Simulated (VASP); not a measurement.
# PbO (P4/nmm) in VASP: a series of runs

The runs below take PbO through single point, relaxation of cell and atoms, with PBE.

Everything below comes from runs of VASP 6.6.1. Logs are shortened: lines on timing, memory, paths and dates and some standing lists are left out, and cuts for length are marked.

### Step 1. The cell of the first run

It takes space group P4/nmm (No. 129, tetragonal). The conventional cell has a = 4.060 Å, b = 4.060 Å, c = 5.487 Å, α = 90.00°, β = 90.00°, γ = 90.00°. Pb (site symmetry 4mm) has 4 O at 2.35 Å within 3.1 Å. Within 3.1 Å of O (site symmetry -4m2) lie 4 Pb at 2.35 Å and 4 O at 2.87 Å.

### Step 2. Single point, PBE

The input, INCAR:

```
PREC = Accurate
ENCUT = 520
EDIFF = 1E-7
ISMEAR = 0
SIGMA = 0.1
LREAL = F
LASPH = T
NELM = 100
ALGO = Normal
ISIF = 2
LWAVE = F
LCHARG = F
GGA = PE
NBANDS = 28
```

The input, KPOINTS:

```
regular mesh
0
Gamma
  4 4 4
```

The input, POSCAR:

```
PbO
1.0
    4.0604585745      0.0000000000      0.0000000000
    0.0000000000      4.0604585745      0.0000000000
    0.0000000000      0.0000000000      5.4874670141
Pb O
2 2
Direct
    0.0000000000      0.5000000000      0.2162408902
    0.5000000000      0.0000000000      0.7837591098
    0.0000000000      0.0000000000      0.0000000000
    0.5000000000      0.5000000000      0.0000000000
```

Potentials or basis: VASP PAW PBE potentials, release 64 (Pb_d, O).

The run is started by

```console
cat potpaw_PBE.64/Pb_d/POTCAR potpaw_PBE.64/O/POTCAR > POTCAR
mpirun -np 1 vasp_std > vasp.out
```

OUTCAR:

```text
PREC = Accurate
   ENCUT = 520
   EDIFF = 1E-7
   ISMEAR = 0
   LREAL = F
   LASPH = T
   NELM = 100
   ISIF = 2
   GGA = PE

 ion  position               nearest neighbor table
   1  0.000  0.500  0.216-   3 2.35   4 2.35   3 2.35   4 2.35   2 3.73   2 3.73   2 3.73   2 3.73

   2  0.500  0.000  0.784-   3 2.35   4 2.35   4 2.35   3 2.35   1 3.73   1 3.73   1 3.73   1 3.73

   3  0.000  0.000  0.000-   1 2.35   2 2.35   1 2.35   2 2.35
   4  0.500  0.500  0.000-   1 2.35   2 2.35   2 2.35   1 2.35

  LATTYP: Found a simple tetragonal cell.
 ALAT       =     4.0604585745
 C/A-ratio  =     1.3514402163

  Lattice vectors:

 A1 = (   4.0604585745,   0.0000000000,   0.0000000000)
 A2 = (   0.0000000000,   4.0604585745,   0.0000000000)
 A3 = (   0.0000000000,   0.0000000000,   5.4874670141)

Analysis of symmetry for initial positions (statically):
=====================================================================
 Subroutine PRICEL returns:
 Original cell was already a primitive cell.

 Routine SETGRP: Setting up the symmetry group for a
 simple tetragonal supercell.

 Subroutine GETGRP returns: Found 16 space group operations
 (whereof  8 operations were pure point group operations)
 out of a pool of 16 trial point group operations.

The static configuration has the point symmetry D_2d.
 The point group associated with its full space group is D_4h.

Analysis of symmetry for dynamics (positions and initial velocities):
=====================================================================
 Subroutine PRICEL returns:
 Original cell was already a primitive cell.

 Routine SETGRP: Setting up the symmetry group for a
 simple tetragonal supercell.

 Subroutine GETGRP returns: Found 16 space group operations
 (whereof  8 operations were pure point group operations)
 out of a pool of 16 trial point group operations.

The dynamic configuration has the point symmetry D_2d.
 The point group associated with its full space group is D_4h.

 Subroutine INISYM returns: Found 16 space group operations
 (whereof  8 operations are pure point group operations),
 and found     1 'primitive' translations

----------------------------------------------------------------------------------------

                                     Primitive cell

  volume of cell :      90.4736

  direct lattice vectors                    reciprocal lattice vectors
     4.060458575  0.000000000  0.000000000     0.246277602  0.000000000  0.000000000
     0.000000000  4.060458575  0.000000000     0.000000000  0.246277602  0.000000000
     0.000000000  0.000000000  5.487467014     0.000000000  0.000000000  0.182233442

  length of vectors
     4.060458575  4.060458575  5.487467014     0.246277602  0.246277602  0.182233442

  position of ions in fractional coordinates (direct lattice)
     0.000000000  0.500000000  0.216240890
     0.500000000  0.000000000  0.783759110
     0.000000000  0.000000000  0.000000000
     0.500000000  0.500000000  0.000000000

  ion indices of the primitive-cell ions
   primitive index   ion index
                 1           1
                 2           2
                 3           3
                 4           4

----------------------------------------------------------------------------------------

 KPOINTS: regular mesh

Automatic generation of k-mesh.
 Grid dimensions read from file:
 generate k-points for:    4    4    4

 Generating k-lattice:

  Cartesian coordinates                     Fractional coordinates (reciprocal lattice)
     0.061569400  0.000000000  0.000000000     0.250000000  0.000000000  0.000000000
     0.000000000  0.061569400  0.000000000     0.000000000  0.250000000  0.000000000
     0.000000000  0.000000000  0.045558360     0.000000000  0.000000000  0.250000000

  Length of vectors
     0.061569400  0.061569400  0.045558360

  Shift w.r.t. Gamma in fractional coordinates (k-lattice)
     0.000000000  0.000000000  0.000000000

 Subroutine IBZKPT returns following result:
 ===========================================

 Found     18 irreducible k-points:

 Following reciprocal coordinates:
            Coordinates               Weight
  0.000000  0.000000  0.000000      1.000000
  0.250000  0.000000  0.000000      4.000000
  0.500000  0.000000  0.000000      2.000000
  0.250000  0.250000  0.000000      4.000000
  0.500000  0.250000  0.000000      4.000000
  0.500000  0.500000  0.000000      1.000000
[... 10 lines left out ...]
  0.500000  0.250000  0.500000      4.000000
  0.500000  0.500000  0.500000      1.000000
   k-points           NKPTS =     18   k-points in BZ     NKDIM =     18   number of bands    NBANDS=     28
   number of dos      NEDOS =    301   number of ions     NIONS =      4
   total plane-waves  NPLWV =  37800
   dimension x,y,z NGX =    30 NGY =   30 NGZ =   42
   dimension x,y,z NGXF=    60 NGYF=   60 NGZF=   84
   ions per type =               2   2
   NGX,Y,Z   is equivalent  to a cutoff of  12.28, 12.28, 12.72 a.u.
   NGXF,Y,Z  is equivalent  to a cutoff of  24.57, 24.57, 25.45 a.u.
 SYSTEM =  unknown system
   PREC   = accura    normal or accurate (medium, high low for compatibility)
   ISTART =      0    job   : 0-new  1-cont  2-samecut
   ICHARG =      2    charge: 1-file 2-atom 10-const
   ISPIN  =      1    spin polarized calculation?
   LNONCOLLINEAR =      F non collinear calculations
   LSORBIT =      F    spin-orbit coupling
   LASPH  =      T    aspherical Exc in radial PAW
   ENCUT  =  520.0 eV  38.22 Ry    6.18 a.u.   7.55  7.55 10.20*2*pi/ulx,y,z
   NELM   =    100;   NELMIN=  2; NELMDL= -5     # of ELM steps
   EDIFF  = 0.1E-06   stopping-criterion for ELM
   LREAL  =      F    real-space projection
   EDIFFG = 0.1E-05   stopping-criterion for IOM
   NSW    =      0    number of steps for IOM
   IBRION =     -1    ionic relax: 0-MD 1-quasi-New 2-CG
   NFREE  =      0    steps in history (QN), initial steepest desc. (CG)
   ISIF   =      2    stress and relaxation
   ISYM   =      2    0-nonsym 1-usesym 2-fastsym
   POTIM  = 0.5000    time-step for ionic-motion
   TEBEG  =    0.0;   TEEND  =   0.0 temperature during run
   PSTRESS=    0.0 pullay stress
   NELECT =      40.0000    total number of electrons
   NUPDOWN=      -1.0000    fix difference up-down
   EMIN   =  10.00;   EMAX   =-10.00  energy-range for DOS
   EFERMI =   0.00;   METHOD = LEGACY
   ISMEAR =     0;   SIGMA  =   0.10  broadening in eV -4-tet -1-fermi 0-gaus
   EFERMI_NEDOS =   21; number of points for ismear=-14 and -15
   IALGO  =     38    algorithm
   IMIX   =      4    mixing-type and parameters
     AMIX     =   0.40;   BMIX     =  1.00
     AMIX_MAG =   1.60;   BMIX_MAG =  1.00
  volume/ion in A,a.u.               =      22.62       152.64
  Fermi-wavevector in a.u.,A,eV,Ry     =   1.247156  2.356783 21.162477  1.555398
  Thomas-Fermi vector in A             =   2.381301
   LORBIT       =      0    0 simple, 1 ext, 2 COOP (PROOUT), +10 PAW based schemes
   GGA     = PE    functional components
   LHFCALC =     F    Hartree Fock is set to
   AEXX    =    0.0000 exact exchange contribution
   IVDW    =     0    specifies the selected vdW correction
   LEPSILON=     F    determine dielectric tensor
   LRPA    =     F    only Hartree local field effects (RPA)
 non-spin polarized calculation
 Gauss-broadening in eV      SIGMA  =   0.10
  energy-cutoff  :      520.00
  volume of cell :       90.47
 maximum number of plane-waves:      2468
   NGX = 15   NGY = 15   NGZ = 21

 number of electron      39.9999997 magnetization

 Free energy of the ion-electron system (eV)
  ---------------------------------------------------
  ext. energy  EPLUGINS =         0.00000000
  ---------------------------------------------------
  free energy    TOTEN  =       -21.51396326 eV

  energy without entropy =      -21.51396326  energy(sigma->0) =      -21.51396326

 E-fermi :   4.3144     XC(G=0):  -9.0936

 val. band max:        3.8683600443   @ k =   0.0000   0.0000   0.0000
 cond. band min:       5.6019719870   @ k =   0.5000   0.5000   0.0000
 fundamental gap:      1.7336119428
 Fermi energy:         4.3143993730

 k-point     1 :       0.0000    0.0000    0.0000
  band No.  band energies     occupation
      1     -14.0398      2.00000
      2     -13.6475      2.00000
      3     -11.9969      2.00000
      4     -11.9969      2.00000
      5     -11.9500      2.00000
      6     -11.9352      2.00000
[... 20 lines left out ...]
     27      11.6101      0.00000
     28      12.2358      0.00000

 k-point     2 :       0.2500    0.0000    0.0000
  band No.  band energies     occupation
      1     -13.9477      2.00000
      2     -13.6794      2.00000
      3     -11.9826      2.00000
      4     -11.9654      2.00000
      5     -11.9172      2.00000
      6     -11.9047      2.00000
[... 20 lines left out ...]
     27      12.1573      0.00000
     28      14.6634      0.00000

 k-point     3 :       0.5000    0.0000    0.0000
  band No.  band energies     occupation
      1     -13.7879      2.00000
      2     -13.7879      2.00000
      3     -11.9485      2.00000
      4     -11.9485      2.00000
      5     -11.9145      2.00000
      6     -11.9145      2.00000
[... 20 lines left out ...]
     27      13.3802      0.00000
     28      13.3802      0.00000

 k-point     4 :       0.2500    0.2500    0.0000
  band No.  band energies     occupation
      1     -13.8820      2.00000
      2     -13.6992      2.00000
      3     -11.9576      2.00000
      4     -11.9375      2.00000
      5     -11.8947      2.00000
      6     -11.8916      2.00000
[... 20 lines left out ...]
     27      12.8367      0.00000
     28      13.1487      0.00000

 k-point     5 :       0.5000    0.2500    0.0000
  band No.  band energies     occupation
      1     -13.7723      2.00000
      2     -13.7723      2.00000
      3     -11.9167      2.00000
      4     -11.9167      2.00000
      5     -11.8991      2.00000
      6     -11.8991      2.00000
[... 20 lines left out ...]
     27      12.1313      0.00000
     28      12.1313      0.00000

 k-point     6 :       0.5000    0.5000    0.0000
  band No.  band energies     occupation
      1     -13.7616      2.00000
      2     -13.7616      2.00000
      3     -11.9186      2.00000
      4     -11.9186      2.00000
      5     -11.8409      2.00000
      6     -11.8409      2.00000
[... 277 lines left out ...]
      5     -11.9183      2.00000
      6     -11.9183      2.00000
[... 20 lines left out ...]
     27      13.2394      0.00000
     28      13.2394      0.00000

 k-point    16 :       0.2500    0.2500    0.5000
  band No.  band energies     occupation
      1     -13.8828      2.00000
      2     -13.6983      2.00000
      3     -11.9545      2.00000
      4     -11.9319      2.00000
      5     -11.9023      2.00000
      6     -11.8844      2.00000
[... 20 lines left out ...]
     27      13.7257      0.00000
     28      14.3276      0.00000

 k-point    17 :       0.5000    0.2500    0.5000
  band No.  band energies     occupation
      1     -13.7736      2.00000
      2     -13.7736      2.00000
      3     -11.9293      2.00000
      4     -11.9293      2.00000
      5     -11.8915      2.00000
      6     -11.8915      2.00000
[... 20 lines left out ...]
     27      13.7639      0.00000
     28      13.7639      0.00000

 k-point    18 :       0.5000    0.5000    0.5000
  band No.  band energies     occupation
      1     -13.7600      2.00000
      2     -13.7600      2.00000
      3     -11.8993      2.00000
      4     -11.8993      2.00000
      5     -11.8450      2.00000
      6     -11.8450      2.00000
[... 20 lines left out ...]
     27      13.6785      0.00000
     28      13.6785      0.00000

------------------------ aborting loop because EDIFF is reached ----------------------------------------

  FORCE on cell =-STRESS in cart. coord.  units (eV):
  Direction    XX          YY          ZZ          XY          YZ          ZX
  --------------------------------------------------------------------------------------
  -------------------------------------------------------------------------------------
  Total        0.0539914      0.0539914      0.1520299      0.0000000      0.0000000      0.0000000
  in kB        0.9561216      0.9561216      2.6922628      0.0000000      0.0000000      0.0000000
  external PRESSURE =       1.5348353 kB  Pullay stress =       0.0000000 kB

 VOLUME and BASIS-vectors are now :
 -----------------------------------------------------------------------------
  energy-cutoff  :      520.00
  volume of cell :       90.47
      direct lattice vectors                 reciprocal lattice vectors
     4.060458575  0.000000000  0.000000000     0.246277602  0.000000000  0.000000000
     0.000000000  4.060458575  0.000000000     0.000000000  0.246277602  0.000000000
     0.000000000  0.000000000  5.487467014     0.000000000  0.000000000  0.182233442

 POSITION                                       TOTAL-FORCE (eV/Angst)
 -----------------------------------------------------------------------------------
      0.00000      2.03023      1.18661         0.000000      0.000000      0.042322
      2.03023      0.00000      4.30085         0.000000      0.000000     -0.042322
      0.00000      0.00000      0.00000         0.000000      0.000000      0.000000
      2.03023      2.03023      0.00000        -0.000000     -0.000000      0.000000
 -----------------------------------------------------------------------------------
    total drift:                                0.000000      0.000000      0.000000

  FREE ENERGIE OF THE ION-ELECTRON SYSTEM (eV)
  ---------------------------------------------------
  free  energy   TOTEN  =       -21.5139632604 eV

  energy  without entropy=      -21.5139632604  energy(sigma->0) =      -21.51396326
```

Run time: 63 s. Hardware: 1 thread of AMD EPYC 7R13, shared host; peak memory 0.17 GiB.

Results:

| Quantity | Value |
| --- | --- |
| Free energy | -21.5140 eV |
| Pressure | 0.2 GPa |
| Largest force | 0.042 eV/Å |
| Band gap on the k mesh | 1.73 eV, indirect (least direct gap 1.95 eV) |

Forces in eV/Å, atoms in the order of the input:
```
Pb   0.000  0.000  0.042
Pb   0.000  0.000 -0.042
O    0.000  0.000  0.000
O    0.000  0.000  0.000
```

Caveat: spin-orbit coupling is left out, which moves the levels of the heavy elements. As with any semilocal functional, this PBE gap is likely too small.

### Step 3. Relaxation of cell and atoms, PBE

This run uses another cell than the first one, of 19.83 Å³/atom, 0.877 times its volume.

The input, INCAR:

```
SYSTEM = PbO
  ALGO = Normal
  EDIFF = 1E-6
  EDIFFG = -0.04
  ENCUT = 600
  GGA = PE
  IBRION = 2
  ISIF = 3
  ISMEAR = 0
  LASPH = .TRUE.
  LCHARG = .FALSE.
  LREAL = .FALSE.
  LWAVE = .FALSE.
  NELM = 100
  NSW = 90
  PREC = Accurate
  SIGMA = 0.1
```

The input, KPOINTS:

```
k-points
0
G
  4 4 4
  0 0 0
```

The input, POSCAR:

```
PbO
1.0
    3.9744000000      0.0000000000      0.0000000000
    0.0000000000      3.9744000000      0.0000000000
    0.0000000000      0.0000000000      5.0220000000
Pb O
2 2
Direct
    0.0000000000      0.5000000000      0.2351000000
    0.5000000000      0.0000000000      0.7649000000
    0.0000000000      0.0000000000      0.0000000000
    0.5000000000      0.5000000000      0.0000000000
```

Potentials or basis: VASP PAW PBE potentials, release 64 (Pb_d, O).

The run is started by

```console
cat potpaw_PBE.64/Pb_d/POTCAR potpaw_PBE.64/O/POTCAR > POTCAR
mpirun -np 1 vasp_std > vasp.out
```

OUTCAR:

```text
SYSTEM = PbO
   EDIFF = 1E-6
   EDIFFG = -0.04
   ENCUT = 600
   GGA = PE
   IBRION = 2
   ISIF = 3
   ISMEAR = 0
   LASPH = .TRUE.
   LREAL = .FALSE.
   NELM = 100
   NSW = 90
   PREC = Accurate

 ion  position               nearest neighbor table
   1  0.000  0.500  0.235-   3 2.31   4 2.31   3 2.31   4 2.31   2 3.67   2 3.67   2 3.67   2 3.67
                             2 3.87   2 3.87   2 3.87   2 3.87
   2  0.500  0.000  0.765-   3 2.31   4 2.31   4 2.31   3 2.31   1 3.67   1 3.67   1 3.67   1 3.67
                             1 3.87   1 3.87   1 3.87   1 3.87
   3  0.000  0.000  0.000-   1 2.31   2 2.31   1 2.31   2 2.31
   4  0.500  0.500  0.000-   1 2.31   2 2.31   2 2.31   1 2.31

  LATTYP: Found a simple tetragonal cell.
 ALAT       =     3.9744000000
 C/A-ratio  =     1.2635869565

  Lattice vectors:

 A1 = (   3.9744000000,   0.0000000000,   0.0000000000)
 A2 = (   0.0000000000,   3.9744000000,   0.0000000000)
 A3 = (   0.0000000000,   0.0000000000,   5.0220000000)
[... 297 lines left out ...]
 cond. band min:       5.7024389585   @ k =   0.5000   0.5000   0.0000
 fundamental gap:      1.6906832433
 Fermi energy:         4.4984395933

 k-point     1 :       0.0000    0.0000    0.0000
  band No.  band energies     occupation
      1     -13.9771      2.00000
      2     -13.5608      2.00000
      3     -11.8726      2.00000
      4     -11.8726      2.00000
      5     -11.8230      2.00000
      6     -11.8108      2.00000
[... 550 lines left out ...]
--------------------------------------- Ionic step       11  -------------------------------------------

 number of electron      40.0000024 magnetization

 Free energy of the ion-electron system (eV)
  ---------------------------------------------------
  ext. energy  EPLUGINS =         0.00000000
  ---------------------------------------------------
  free energy    TOTEN  =       -21.50768903 eV

  energy without entropy =      -21.50768903  energy(sigma->0) =      -21.50768903

 E-fermi :   4.3703     XC(G=0):  -9.1009

 val. band max:        3.8857163117   @ k =   0.0000   0.0000   0.0000
 cond. band min:       5.5930152639   @ k =   0.5000   0.5000   0.0000
 fundamental gap:      1.7072989523
 Fermi energy:         4.3703235449

 k-point     1 :       0.0000    0.0000    0.0000
  band No.  band energies     occupation
      1     -14.0256      2.00000
      2     -13.6257      2.00000
      3     -11.9890      2.00000
      4     -11.9890      2.00000
      5     -11.9416      2.00000
      6     -11.9327      2.00000
[... 506 lines left out ...]
  FREE ENERGIE OF THE ION-ELECTRON SYSTEM (eV)
  ---------------------------------------------------
  free  energy   TOTEN  =       -21.5076890289 eV

  energy  without entropy=      -21.5076890289  energy(sigma->0) =      -21.50768903

 reached required accuracy - stopping structural energy minimisation
```

Wall time 8.2 min (1 thread of AMD EPYC 7R13, shared host); peak memory 0.19 GiB.

What came out:

```yaml
Free_energy: -21.5077 eV
Relaxed_volume: 22.60 Å³/atom
Relaxed_cell: a = 4.053 Å, b = 4.053 Å, c = 5.502 Å, α = 90.00°, β = 90.00°, γ = 90.00°
Space_group_after_relaxing_to_0.05_Å: P4/nmm (No. 129)
Energy_gained_by_relaxing: 24.2 meV/atom
Ionic_steps: 11
Pressure_after_relaxing: 0.1 GPa
Largest_force_after_relaxing: 0.028 eV/Å
Band_gap_on_the_k_mesh: 1.71 eV, indirect (least direct gap 1.95 eV)
```

Forces on the atoms (eV/Å):
```
Pb   0.000  0.000 -0.028
Pb   0.000  0.000  0.028
O    0.000  0.000  0.000
O    0.000  0.000  0.000
```

Stress tensor (GPa, compression positive):
```
 0.09  0.00  0.00
 0.00  0.09  0.00
 0.00  0.00 -0.02
```

The path:
| step | energy change (eV) | largest force (eV/Å) | pressure (GPa) | volume (Å³) |
| --- | --- | --- | --- | --- |
| 1 | 0.0000 | 0.4894 | 4.93 | 79.33 |
| 2 | -0.0193 | 0.9204 | -2.92 | 86.54 |
| 3 | -0.0620 | 0.3229 | 0.29 | 83.13 |
| 4 | -0.0705 | 0.2231 | 0.20 | 83.88 |
| 5 | -0.0772 | 0.0493 | 0.06 | 85.30 |
| 6 | -0.0772 | 0.0347 | 0.07 | 85.41 |
| 7 | -0.0806 | 0.0221 | 0.10 | 85.80 |
| 8 | -0.0883 | 0.0219 | 0.26 | 86.94 |
| 9 | -0.0945 | 0.1221 | 0.72 | 89.15 |
| 10 | -0.0965 | 0.0244 | 0.27 | 89.96 |
| 11 | -0.0969 | 0.0276 | 0.05 | 90.39 |

Final structure:
```yaml
crystal:
  lattice:
    - [4.05302, 0.00000, 0.00000]
    - [0.00000, 4.05302, 0.00000]
    - [0.00000, 0.00000, 5.50231]
  atoms:
    - { symbol: Pb, position: [0.00000, 0.50000, 0.21705] }
    - { symbol: Pb, position: [0.50000, 0.00000, 0.78295] }
    - { symbol: O, position: [0.00000, 0.00000, 0.00000] }
    - { symbol: O, position: [0.50000, 0.50000, 0.00000] }
```

Caveat: spin-orbit coupling is left out, which moves the levels of the heavy elements; the volume moved by +14 % from the deposited cell, more than functionals usually miss.

(Continued in part 2 of 2.)
